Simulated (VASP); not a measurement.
# Sn (Fd-3m) in VASP: notebook

Sn is run at these levels: PBE; tasks: electric field gradients.

Program: VASP 6.6.1. These are calculated values, not measurements. Logs are shortened: lines on timing, memory, paths and dates and some standing lists are left out, and cuts for length are marked.

## 1. The cell of the first run

It takes space group Fd-3m (No. 227, cubic). The conventional cell has a = 6.513 Å, b = 6.513 Å, c = 6.513 Å, α = 90.00°, β = 90.00°, γ = 90.00°. Sn (site symmetry -43m) has 4 Sn at 2.82 Å within 3.7 Å.

This isn't the form of Sn at room conditions, which is tetragonal (white tin).

## 2. Electric field gradients, PBE (34.53 Å³/atom)

File INCAR:

```
SYSTEM = Sn
  PREC = Accurate
  ENCUT = 520
  EDIFF = 1E-8
  ISMEAR = -1
  SIGMA = 0.03
  LREAL = .False.
  LASPH = .True.
  NELM = 80
  ALGO = Normal
  ISIF = 2
  LWAVE = .False.
  LCHARG = .False.
  GGA = PE
  LEFG = .True.
  NBANDS = 21
```

File KPOINTS:

```
Automatic mesh
0
Gamma
  9 9 9
  0 0 0
```

File POSCAR:

```
Sn
1.0
    0.0000000000      3.2563828035      3.2563828035
    3.2563828035      0.0000000000      3.2563828035
    3.2563828035      3.2563828035      0.0000000000
Sn
2
Direct
    0.5000000000      0.5000000000      0.5000000000
    0.7500000000      0.7500000000      0.7500000000
```

Potentials or basis: VASP PAW PBE potentials, release 64 (Sn_d).

Started as:

```
> cat potpaw_PBE.64/Sn_d/POTCAR > POTCAR
> mpirun -np 1 vasp_std > vasp.out
```

OUTCAR:

```text
SYSTEM = Sn
   PREC = Accurate
   ENCUT = 520
   EDIFF = 1E-8
   ISMEAR = -1
   LREAL = .False.
   LASPH = .True.
   NELM = 80
   ISIF = 2
   GGA = PE

 ion  position               nearest neighbor table
   1  0.500  0.500  0.500-   2 2.82   2 2.82   2 2.82   2 2.82
   2  0.750  0.750  0.750-   1 2.82   1 2.82   1 2.82   1 2.82

  LATTYP: Found a face centered cubic cell.
 ALAT       =     6.5127656070

  Lattice vectors:

 A1 = (   0.0000000000,   3.2563828035,   3.2563828035)
 A2 = (   3.2563828035,   0.0000000000,   3.2563828035)
 A3 = (   3.2563828035,   3.2563828035,   0.0000000000)

Analysis of symmetry for initial positions (statically):
=====================================================================
 Subroutine PRICEL returns:
 Original cell was already a primitive cell.

 Routine SETGRP: Setting up the symmetry group for a
 face centered cubic supercell.

 Subroutine GETGRP returns: Found 48 space group operations
 (whereof 24 operations were pure point group operations)
 out of a pool of 48 trial point group operations.

The static configuration has the point symmetry T_d .
 The point group associated with its full space group is O_h .

Analysis of symmetry for dynamics (positions and initial velocities):
=====================================================================
 Subroutine PRICEL returns:
 Original cell was already a primitive cell.

 Routine SETGRP: Setting up the symmetry group for a
 face centered cubic supercell.

 Subroutine GETGRP returns: Found 48 space group operations
 (whereof 24 operations were pure point group operations)
 out of a pool of 48 trial point group operations.

The dynamic configuration has the point symmetry T_d .
 The point group associated with its full space group is O_h .

 Subroutine INISYM returns: Found 48 space group operations
 (whereof 24 operations are pure point group operations),
 and found     1 'primitive' translations

----------------------------------------------------------------------------------------

                                     Primitive cell

  volume of cell :      69.0616

  direct lattice vectors                    reciprocal lattice vectors
     0.000000000  3.256382804  3.256382804    -0.153544602  0.153544602  0.153544602
     3.256382804  0.000000000  3.256382804     0.153544602 -0.153544602  0.153544602
     3.256382804  3.256382804  0.000000000     0.153544602  0.153544602 -0.153544602

  length of vectors
     4.605220725  4.605220725  4.605220725     0.265947051  0.265947051  0.265947051

  position of ions in fractional coordinates (direct lattice)
     0.500000000  0.500000000  0.500000000
     0.750000000  0.750000000  0.750000000

  ion indices of the primitive-cell ions
   primitive index   ion index
                 1           1
                 2           2

----------------------------------------------------------------------------------------

 KPOINTS: Automatic mesh

Automatic generation of k-mesh.
 Grid dimensions read from file:
 generate k-points for:    9    9    9

 Generating k-lattice:

  Cartesian coordinates                     Fractional coordinates (reciprocal lattice)
    -0.017060511  0.017060511  0.017060511     0.111111111  0.000000000  0.000000000
     0.017060511 -0.017060511  0.017060511     0.000000000  0.111111111  0.000000000
     0.017060511  0.017060511 -0.017060511     0.000000000  0.000000000  0.111111111

  Length of vectors
     0.029549672  0.029549672  0.029549672

  Shift w.r.t. Gamma in fractional coordinates (k-lattice)
     0.000000000  0.000000000  0.000000000

 Subroutine IBZKPT returns following result:
 ===========================================

 Found     35 irreducible k-points:

 Following reciprocal coordinates:
            Coordinates               Weight
  0.000000  0.000000  0.000000      1.000000
  0.111111  0.000000  0.000000      8.000000
  0.222222  0.000000  0.000000      8.000000
  0.333333  0.000000  0.000000      8.000000
  0.444444  0.000000  0.000000      8.000000
  0.111111  0.111111  0.000000      6.000000
[... 16 lines left out ...]
 -0.333333  0.333333  0.000000     12.000000
  0.444444  0.444444  0.000000      6.000000
 [... further k-points ...]
   k-points           NKPTS =     35   k-points in BZ     NKDIM =     35   number of bands    NBANDS=     21
   number of dos      NEDOS =    301   number of ions     NIONS =      2
   total plane-waves  NPLWV =  46656
   dimension x,y,z NGX =    36 NGY =   36 NGZ =   36
   dimension x,y,z NGXF=    72 NGYF=   72 NGZF=   72
   ions per type =               2
   NGX,Y,Z   is equivalent  to a cutoff of  13.00, 13.00, 13.00 a.u.
   NGXF,Y,Z  is equivalent  to a cutoff of  25.99, 25.99, 25.99 a.u.
 SYSTEM =  Sn
   PREC   = accura    normal or accurate (medium, high low for compatibility)
   ISTART =      0    job   : 0-new  1-cont  2-samecut
   ICHARG =      2    charge: 1-file 2-atom 10-const
   ISPIN  =      1    spin polarized calculation?
   LNONCOLLINEAR =      F non collinear calculations
   LSORBIT =      F    spin-orbit coupling
   LASPH  =      T    aspherical Exc in radial PAW
   ENCUT  =  520.0 eV  38.22 Ry    6.18 a.u.   8.56  8.56  8.56*2*pi/ulx,y,z
   NELM   =     80;   NELMIN=  2; NELMDL= -5     # of ELM steps
   EDIFF  = 0.1E-07   stopping-criterion for ELM
   LREAL  =      F    real-space projection
   EDIFFG = 0.1E-06   stopping-criterion for IOM
   NSW    =      0    number of steps for IOM
   IBRION =     -1    ionic relax: 0-MD 1-quasi-New 2-CG
   NFREE  =      0    steps in history (QN), initial steepest desc. (CG)
   ISIF   =      2    stress and relaxation
   ISYM   =      2    0-nonsym 1-usesym 2-fastsym
   POTIM  = 0.5000    time-step for ionic-motion
   TEBEG  =    0.0;   TEEND  =   0.0 temperature during run
   PSTRESS=    0.0 pullay stress
   NELECT =      28.0000    total number of electrons
   NUPDOWN=      -1.0000    fix difference up-down
   EMIN   =  10.00;   EMAX   =-10.00  energy-range for DOS
   EFERMI =   0.00;   METHOD = LEGACY
   ISMEAR =    -1;   SIGMA  =   0.03  broadening in eV -4-tet -1-fermi 0-gaus
   EFERMI_NEDOS =   21; number of points for ismear=-14 and -15
   IALGO  =     38    algorithm
   IMIX   =      4    mixing-type and parameters
     AMIX     =   0.40;   BMIX     =  1.00
     AMIX_MAG =   1.60;   BMIX_MAG =  1.00
  volume/ion in A,a.u.               =      34.53       233.03
  Fermi-wavevector in a.u.,A,eV,Ry     =   1.211664  2.289712 19.975103  1.468129
  Thomas-Fermi vector in A             =   2.347172
   LORBIT       =      0    0 simple, 1 ext, 2 COOP (PROOUT), +10 PAW based schemes
   GGA     = PE    functional components
   LHFCALC =     F    Hartree Fock is set to
   AEXX    =    0.0000 exact exchange contribution
   IVDW    =     0    specifies the selected vdW correction
   LEPSILON=     F    determine dielectric tensor
   LRPA    =     F    only Hartree local field effects (RPA)
 non-spin polarized calculation
  energy-cutoff  :      520.00
  volume of cell :       69.06
 maximum number of plane-waves:      1872
 NGX is ok and might be reduce to    36
   NGX = 17   NGY = 17   NGZ = 17

 number of electron      27.9999994 magnetization

 Free energy of the ion-electron system (eV)
  ---------------------------------------------------
  ext. energy  EPLUGINS =         0.00000000
  ---------------------------------------------------
  free energy    TOTEN  =        -7.65212229 eV

  energy without entropy =       -7.65148607  energy(sigma->0) =       -7.65180418

 E-fermi :   5.4966     XC(G=0):  -8.8277

 val. band max:        5.3860401744   @ k =   0.1111   0.0000   0.0000
 cond. band min:       5.5217795226   @ k =   0.4444   0.0000   0.0000
 fundamental gap:      0.1357393482
 Fermi energy:         5.4965596319

 k-point     1 :       0.0000    0.0000    0.0000
  band No.  band energies     occupation
      1     -16.1333      2.00000
      2     -16.1333      2.00000
      3     -16.1333      2.00000
      4     -16.0752      2.00000
      5     -16.0752      2.00000
      6     -15.7749      2.00000
[... 13 lines left out ...]
     20      13.4646      0.00000
     21      13.4646      0.00000
[... 529 lines left out ...]
 k-point    24 :       0.4444    0.4444    0.0000
  band No.  band energies     occupation
      1     -16.1820      2.00000
      2     -16.1820      2.00000
      3     -16.0785      2.00000
      4     -16.0212      2.00000
      5     -15.9460      2.00000
      6     -15.8925      2.00000
[... 13 lines left out ...]
     20      15.3640      0.00000
     21      15.6706      0.00000

 [... further k-points ...]

------------------------ aborting loop because EDIFF is reached ----------------------------------------

  FORCE on cell =-STRESS in cart. coord.  units (eV):
  Direction    XX          YY          ZZ          XY          YZ          ZX
  --------------------------------------------------------------------------------------
  -------------------------------------------------------------------------------------
  Total        1.1398053      1.1398053      1.1398053      0.0000000      0.0000000     -0.0000000
  in kB       26.4426453     26.4426453     26.4426453      0.0000000      0.0000000     -0.0000000
  external PRESSURE =      26.4426453 kB  Pullay stress =       0.0000000 kB

 VOLUME and BASIS-vectors are now :
 -----------------------------------------------------------------------------
  energy-cutoff  :      520.00
  volume of cell :       69.06
      direct lattice vectors                 reciprocal lattice vectors
     0.000000000  3.256382804  3.256382804    -0.153544602  0.153544602  0.153544602
     3.256382804  0.000000000  3.256382804     0.153544602 -0.153544602  0.153544602
     3.256382804  3.256382804  0.000000000     0.153544602  0.153544602 -0.153544602

 POSITION                                       TOTAL-FORCE (eV/Angst)
 -----------------------------------------------------------------------------------
      3.25638      3.25638      3.25638         0.000000      0.000000      0.000000
      4.88457      4.88457      4.88457        -0.000000      0.000000     -0.000000
 -----------------------------------------------------------------------------------
    total drift:                                0.000000      0.000000      0.000000

  FREE ENERGIE OF THE ION-ELECTRON SYSTEM (eV)
  ---------------------------------------------------
  free  energy   TOTEN  =        -7.6521222940 eV

  energy  without entropy=       -7.6514860742  energy(sigma->0) =       -7.65180418

 Electric field gradients (V/A^2)
---------------------------------------------------------------------
 ion       V_xx      V_yy      V_zz      V_xy      V_xz      V_yz
---------------------------------------------------------------------
   1       0.000    -0.000     0.000     0.001     0.001     0.001
   2       0.000    -0.000    -0.000     0.001     0.001     0.001
---------------------------------------------------------------------

 Electric field gradients after diagonalization (V/A^2)
 (convention: |V_zz| > |V_xx| > |V_yy|)
----------------------------------------------------------------------
 ion       V_xx      V_yy      V_zz     asymmetry (V_yy - V_xx)/ V_zz
----------------------------------------------------------------------
   1      -0.001    -0.001     0.001       0.000
   2      -0.001    -0.001     0.001       0.000
----------------------------------------------------------------------

           NMR quadrupolar parameters

 Cq : quadrupolar parameter    Cq=e*Q*V_zz/h
 eta: asymmetry parameters     (V_yy - V_xx)/ V_zz
 Q  : nuclear electric quadrupole moment in mb (millibarn)
----------------------------------------------------------------------
 ion       Cq(MHz)       eta       Q (mb)
----------------------------------------------------------------------
   1       0.000       0.000       1.000
   2       0.000       0.000       1.000
----------------------------------------------------------------------
```

It took 84 s on 1 thread of Intel Xeon 8259CL, shared host; peak memory 0.22 GiB.

Results:

```yaml
Free_energy: -7.6521 eV
Pressure: 2.6 GPa
Band_gap_on_the_k_mesh: zero (bands 14 and 15 overlap by 0.09 eV)
Largest_electric_field_gradient_by_atom: zero within the noise of the run
```

Caveat: spin-orbit coupling is left out, which moves the levels of the heavy elements.

[end of part 1 of 3]
